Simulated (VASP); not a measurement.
# Ge (P6_3/mmc) in VASP: settings compared, part 2 of 2

VASP 6.6.1.

## Step 4: Relaxation of cell and atoms, r2SCAN

Contents of POSCAR:

```
Ge
1.0
    4.0584087531      0.0000000000      0.0000000000
   -2.0292043765      3.5146850791      0.0000000000
    0.0000000000      0.0000000000      6.6929896224
Ge
4
Direct
    0.3333333333      0.6666666667      0.0003197446
    0.6666666667      0.3333333333      0.5003197446
    0.3333333333      0.6666666667      0.3746802554
    0.6666666667      0.3333333333      0.8746802554
```

Contents of INCAR.step1:

```
ALGO = Normal ; EDIFF = 1E-4
ENCUT = 600 ; GGA = PE
ISMEAR = -1 ; LASPH = True
LCHARG = False ; LREAL = False
LWAVE = True ; NELM = 80
PREC = Accurate ; SIGMA = 0.02
```

Contents of INCAR.step2:

```
ALGO = Normal ; EDIFF = 1E-6
EDIFFG = -0.005 ; ENCUT = 600
IBRION = 2 ; ISIF = 3
ISMEAR = -1 ; ISTART = 1
LASPH = True ; LCHARG = False
LMIXTAU = True ; LREAL = False
LWAVE = False ; METAGGA = R2SCAN
NELM = 80 ; NSW = 80
PREC = Accurate ; SIGMA = 0.02
```

Contents of KPOINTS:

```
k-points
0
Gamma
  6 6 4
```

Potentials or basis: VASP PAW PBE potentials, release 64 (Ge_d).

On the command line:

```console
cat potpaw_PBE.64/Ge_d/POTCAR > POTCAR
cp INCAR.step1 INCAR
mpirun -np 1 vasp_std > vasp.out
cp INCAR.step2 INCAR
mpirun -np 1 vasp_std > vasp.out
```

OUTCAR:

```text
EDIFF = 1E-6
   EDIFFG = -0.005
   ENCUT = 600
   IBRION = 2
   ISIF = 3
   ISMEAR = -1
   ISTART = 1
   LASPH = True
   LREAL = False
   METAGGA = R2SCAN
   NELM = 80
   NSW = 80
   PREC = Accurate

 ion  position               nearest neighbor table
   1  0.333  0.667  0.000-   4 2.49   4 2.49   4 2.49   3 2.51
   2  0.667  0.333  0.500-   3 2.49   3 2.49   3 2.49   4 2.51
   3  0.333  0.667  0.375-   2 2.49   2 2.49   2 2.49   1 2.51
   4  0.667  0.333  0.875-   1 2.49   1 2.49   1 2.49   2 2.51

  LATTYP: Found a hexagonal cell.
 ALAT       =     4.0584087531
 C/A-ratio  =     1.6491659736

  Lattice vectors:

 A1 = (   4.0584087531,   0.0000000000,   0.0000000000)
 A2 = (  -2.0292043765,   3.5146850791,   0.0000000000)
 A3 = (   0.0000000000,   0.0000000000,   6.6929896224)

Analysis of symmetry for initial positions (statically):
=====================================================================
 Subroutine PRICEL returns:
 Original cell was already a primitive cell.

 Routine SETGRP: Setting up the symmetry group for a
 hexagonal supercell.

 Subroutine GETGRP returns: Found 24 space group operations
 (whereof  6 operations were pure point group operations)
 out of a pool of 24 trial point group operations.

The static configuration has the point symmetry C_3v.
 The point group associated with its full space group is D_6h.

Analysis of symmetry for dynamics (positions and initial velocities):
=====================================================================
 Subroutine PRICEL returns:
 Original cell was already a primitive cell.

 Routine SETGRP: Setting up the symmetry group for a
 hexagonal supercell.

 Subroutine GETGRP returns: Found 24 space group operations
 (whereof  6 operations were pure point group operations)
 out of a pool of 24 trial point group operations.

The dynamic configuration has the point symmetry C_3v.
 The point group associated with its full space group is D_6h.

 Subroutine INISYM returns: Found 24 space group operations
 (whereof  6 operations are pure point group operations),
 and found     1 'primitive' translations

----------------------------------------------------------------------------------------

                                     Primitive cell

  volume of cell :      95.4690

  direct lattice vectors                    reciprocal lattice vectors
     4.058408753  0.000000000  0.000000000     0.246401992  0.142260256  0.000000000
    -2.029204377  3.514685079  0.000000000     0.000000000  0.284520513  0.000000000
     0.000000000  0.000000000  6.692989622     0.000000000  0.000000000  0.149410063

  length of vectors
     4.058408753  4.058408753  6.692989622     0.284520513  0.284520513  0.149410063

  position of ions in fractional coordinates (direct lattice)
     0.333333333  0.666666667  0.000319745
     0.666666667  0.333333333  0.500319745
     0.333333333  0.666666667  0.374680255
     0.666666667  0.333333333  0.874680255

  ion indices of the primitive-cell ions
   primitive index   ion index
                 1           1
                 2           2
                 3           3
                 4           4

----------------------------------------------------------------------------------------

 KPOINTS: k-points

Automatic generation of k-mesh.
 Grid dimensions read from file:
 generate k-points for:    6    6    4

 Generating k-lattice:

  Cartesian coordinates                     Fractional coordinates (reciprocal lattice)
     0.041066999  0.023710043  0.000000000     0.166666667  0.000000000  0.000000000
     0.000000000  0.047420085  0.000000000     0.000000000  0.166666667  0.000000000
     0.000000000  0.000000000  0.037352516     0.000000000  0.000000000  0.250000000

  Length of vectors
     0.047420085  0.047420085  0.037352516

  Shift w.r.t. Gamma in fractional coordinates (k-lattice)
     0.000000000  0.000000000  0.000000000

 Subroutine IBZKPT returns following result:
 ===========================================

 Found     21 irreducible k-points:

 Following reciprocal coordinates:
            Coordinates               Weight
  0.000000  0.000000  0.000000      1.000000
  0.166667  0.000000  0.000000      6.000000
  0.333333  0.000000  0.000000      6.000000
  0.500000 -0.000000  0.000000      3.000000
  0.166667  0.166667  0.000000      6.000000
  0.333333  0.166667  0.000000     12.000000
[... 13 lines left out ...]
  0.333333  0.166667  0.500000     12.000000
  0.333333  0.333333  0.500000      2.000000
   k-points           NKPTS =     21   k-points in BZ     NKDIM =     21   number of bands    NBANDS=     33
   number of dos      NEDOS =    301   number of ions     NIONS =      4
   total plane-waves  NPLWV =  55296
   dimension x,y,z NGX =    32 NGY =   32 NGZ =   54
   dimension x,y,z NGXF=    64 NGYF=   64 NGZF=  108
   ions per type =               4
   NGX,Y,Z   is equivalent  to a cutoff of  13.11, 13.11, 13.41 a.u.
   NGXF,Y,Z  is equivalent  to a cutoff of  26.22, 26.22, 26.83 a.u.
 SYSTEM =  unknown system
   PREC   = accura    normal or accurate (medium, high low for compatibility)
   ISTART =      1    job   : 0-new  1-cont  2-samecut
   ICHARG =      0    charge: 1-file 2-atom 10-const
   ISPIN  =      1    spin polarized calculation?
   LNONCOLLINEAR =      F non collinear calculations
   LSORBIT =      F    spin-orbit coupling
   LASPH  =      T    aspherical Exc in radial PAW
   ENCUT  =  600.0 eV  44.10 Ry    6.64 a.u.   8.11  8.11 13.37*2*pi/ulx,y,z
   NELM   =     80;   NELMIN=  2; NELMDL=  0     # of ELM steps
   EDIFF  = 0.1E-05   stopping-criterion for ELM
   LREAL  =      F    real-space projection
   EDIFFG = -.5E-02   stopping-criterion for IOM
   NSW    =     80    number of steps for IOM
   IBRION =      2    ionic relax: 0-MD 1-quasi-New 2-CG
   NFREE  =      1    steps in history (QN), initial steepest desc. (CG)
   ISIF   =      3    stress and relaxation
   ISYM   =      2    0-nonsym 1-usesym 2-fastsym
   POTIM  = 0.5000    time-step for ionic-motion
   TEBEG  =    0.0;   TEEND  =   0.0 temperature during run
   PSTRESS=    0.0 pullay stress
   NELECT =      56.0000    total number of electrons
   NUPDOWN=      -1.0000    fix difference up-down
   EMIN   =  10.00;   EMAX   =-10.00  energy-range for DOS
   EFERMI =   0.00;   METHOD = LEGACY
   ISMEAR =    -1;   SIGMA  =   0.02  broadening in eV -4-tet -1-fermi 0-gaus
   EFERMI_NEDOS =   21; number of points for ismear=-14 and -15
   IALGO  =     38    algorithm
   IMIX   =      4    mixing-type and parameters
     AMIX     =   0.40;   BMIX     =  1.00
     AMIX_MAG =   1.60;   BMIX_MAG =  1.00
  volume/ion in A,a.u.               =      23.87       161.06
  Fermi-wavevector in a.u.,A,eV,Ry     =   1.370409  2.589697 25.552007  1.878020
  Thomas-Fermi vector in A             =   2.496197
   LORBIT       =      0    0 simple, 1 ext, 2 COOP (PROOUT), +10 PAW based schemes
   METAGGA = R2SCAN    functional components
   LHFCALC =     F    Hartree Fock is set to
   AEXX    =    0.0000 exact exchange contribution
   IVDW    =     0    specifies the selected vdW correction
   LEPSILON=     F    determine dielectric tensor
   LRPA    =     F    only Hartree local field effects (RPA)
 conjugate gradient relaxation of ions
 non-spin polarized calculation
  energy-cutoff  :      600.00
  volume of cell :       95.47
 maximum number of plane-waves:      3216
   NGX = 17   NGY = 17   NGZ = 27

--------------------------------------- Ionic step        1  -------------------------------------------

 number of electron      55.9999999 magnetization

 Free energy of the ion-electron system (eV)
  ---------------------------------------------------
  ext. energy  EPLUGINS =         0.00000000
  ---------------------------------------------------
  free energy    TOTEN  =       -55.34828568 eV

  energy without entropy =      -55.34790216  energy(sigma->0) =      -55.34809392

 E-fermi :   4.4217     XC(G=0): -10.5384

 val. band max:        4.4013546431   @ k =   0.0000   0.0000   0.0000
 cond. band min:       4.4590888682   @ k =   0.0000   0.0000   0.0000
 fundamental gap:      0.0577342252
 Fermi energy:         4.4217192307

 k-point     1 :       0.0000    0.0000    0.0000
  band No.  band energies     occupation
      1     -21.1551      2.00000
      2     -21.1551      2.00000
      3     -21.1212      2.00000
      4     -21.1194      2.00000
      5     -21.1194      2.00000
      6     -21.1085      2.00000
[... 852 lines left out ...]
  FREE ENERGIE OF THE ION-ELECTRON SYSTEM (eV)
  ---------------------------------------------------
  free  energy   TOTEN  =       -55.3846409141 eV

  energy  without entropy=      -55.3842079050  energy(sigma->0) =      -55.38442441

[... ionic steps 4 to 10 ...]

--------------------------------------- Ionic step       11  -------------------------------------------

 number of electron      55.9999981 magnetization

------------------------ aborting loop because EDIFF is reached ----------------------------------------
[... 71 lines left out ...]
--------------------------------------- Ionic step       13  -------------------------------------------

 number of electron      55.9999981 magnetization

 Free energy of the ion-electron system (eV)
  ---------------------------------------------------
  ext. energy  EPLUGINS =         0.00000000
  ---------------------------------------------------
  free energy    TOTEN  =       -55.38465937 eV

  energy without entropy =      -55.38425434  energy(sigma->0) =      -55.38445686

 E-fermi :   4.9317     XC(G=0): -10.7682

 val. band max:        4.8971371726   @ k =   0.0000   0.0000   0.0000
 cond. band min:       4.9486462116   @ k =   0.0000   0.0000   0.0000
 fundamental gap:      0.0515090390
 Fermi energy:         4.9317430974

 k-point     1 :       0.0000    0.0000    0.0000
  band No.  band energies     occupation
      1     -20.7961      2.00000
      2     -20.7960      2.00000
      3     -20.7594      2.00000
      4     -20.7556      2.00000
      5     -20.7556      2.00000
      6     -20.7455      2.00000
[... 776 lines left out ...]
  FREE ENERGIE OF THE ION-ELECTRON SYSTEM (eV)
  ---------------------------------------------------
  free  energy   TOTEN  =       -55.3846593723 eV

  energy  without entropy=      -55.3842543382  energy(sigma->0) =      -55.38445686

 reached required accuracy - stopping structural energy minimisation
```

It took 43 min on 1 thread of Oxide Virtual Turin-like, shared host; peak memory 0.24 GiB.

What came out:

| Property | Result |
| --- | --- |
| Free energy | -55.3847 eV |
| Relaxed volume | 22.83 Å³/atom |
| Relaxed cell | a = 3.999 Å, b = 3.999 Å, c = 6.593 Å, α = 90.00°, β = 90.00°, γ = 120.00° |
| Space group after relaxing (to 0.05 Å) | P6_3/mmc (No. 194) |
| Energy gained by relaxing | 9.1 meV/atom |
| Ionic steps | 13 |
| Pressure after relaxing | 0.0 GPa |
| Band gap on the k mesh | 0.05 eV, direct |

Forces in eV/Å, atoms in the order of the input:
```
Ge   0.000  0.000  0.002
Ge   0.000  0.000  0.002
Ge   0.000  0.000 -0.002
Ge   0.000  0.000 -0.002
```

Step by step:
```tsv
step	energy change (eV)	largest force (eV/Å)	pressure (GPa)	volume (Å³)
1	0.0000	0.0101	-2.63	95.47
2	-0.0329	0.0134	0.99	90.15
3	-0.0364	0.0120	0.00	91.33
4	-0.0363	0.0117	-0.05	91.42
5	-0.0363	0.0081	-0.05	91.41
6	-0.0364	0.0007	-0.08	91.41
7	-0.0364	0.0044	-0.01	91.32
8	-0.0364	0.0070	0.12	91.32
9	-0.0364	0.0045	-0.02	91.32
10	-0.0364	0.0060	-0.02	91.32
11	-0.0364	0.0002	0.12	91.30
12	-0.0364	0.0024	0.08	91.31
13	-0.0364	0.0024	0.00	91.31
```

Final structure:
```xyz
4
Lattice="3.9991 0.0000 0.0000 -1.9996 3.4633 0.0000 0.0000 0.0000 6.5929" Properties=species:S:1:pos:R:3 pbc="T T T"
Ge    0.0000    2.3089    0.0021
Ge    1.9996    1.1544    3.2985
Ge    0.0000    2.3089    2.4703
Ge    1.9996    1.1544    5.7667
```

Levels at points of the mesh, in eV from the valence-band top:
```
           k point  band 24  band 25  band 26  band 27  band 28  band 29  band 30  band 31  band 32  band 33
(0.00, 0.00, 0.00)    -1.69    -1.69    -0.28     0.00     0.00     0.05     0.25     2.29     2.29     2.81
(0.50, 0.00, 0.00)    -7.08    -4.86    -3.34    -3.01    -1.64     0.62     1.83     3.73     3.84     4.49
(0.00, 0.00, 0.50)    -5.04    -1.03    -1.03    -1.03    -1.03     0.84     0.84     3.46     3.46     3.46
(0.50, 0.00, 0.50)    -8.26    -2.77    -2.77    -2.65    -2.65     0.63     0.63     2.27     2.27     6.36
```

Caveat: the PAW data sets were made with another functional, which shifts forces and pressure a little. A k mesh can miss the band edges.

## Step 5: Overview

| level | potentials or basis | gap on the mesh (eV) | pressure (GPa) | relaxed volume (Å³/atom) |
| --- | --- | --- | --- | --- |
| PBEsol | VASP PAW PBE potentials, release 64 (Ge_d) | 0.03 | 0.0 | 22.84 |
| LDA | VASP PAW LDA potentials, release 64 (Ge_d) | none | 0.0 | 22.21 |
| r2SCAN | VASP PAW PBE potentials, release 64 (Ge_d) | 0.05 | 0.0 | 22.83 |

Alike in all rows: task relaxation of cell and atoms; no spin polarisation; cell relaxed; k mesh 6 × 6 × 4; cutoff (eV) 600; smearing fermi-dirac 0.02 eV.

Caveats: the PAW data sets were made with another functional, which shifts forces and pressure a little (some runs).

Absolute energies hang on the potentials; compare differences alone.
